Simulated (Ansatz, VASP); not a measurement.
# W in VASP and in Ansatz

```xyz
1
Lattice="-1.5919 1.5919 1.5919 1.5919 -1.5919 1.5919 1.5919 1.5919 -1.5919" Properties=species:S:1:pos:R:3 pbc="T T T"
W     0.0000    0.0000    0.0000
```

Alike in both runs: functional PBE; k mesh 24 × 24 × 24; occupations gaussian, width 0.3 eV; no spin polarisation.

Ansatz relaxed the structure, and its values are those at the end. VASP's run is a single point on that final structure, the one shown.

|  | VASP | Ansatz |
| --- | --- | --- |
| version | VASP 6.6.1 | Ansatz 0.2.0 |
| potentials or method | VASP PAW PBE potentials, release 64 (W_sv) | scalar-relativistic, plane waves, PAW |
| plane-wave cutoff (eV) | 520 | 420 |
| valence electrons in the cell | 14 | 14 |

VASP gave:

| Property | Result |
| --- | --- |
| gap on the k mesh at the Fermi level (eV) | none |
| pressure (GPa) | 0.5 |

Question: What did Ansatz give for the same quantities?

Answer: gap on the k mesh at the Fermi level (eV): none; pressure (GPa): 0.0.

A gap of «none» marks a metal or a gap that the smearing closes.

Spin-orbit coupling is off throughout.
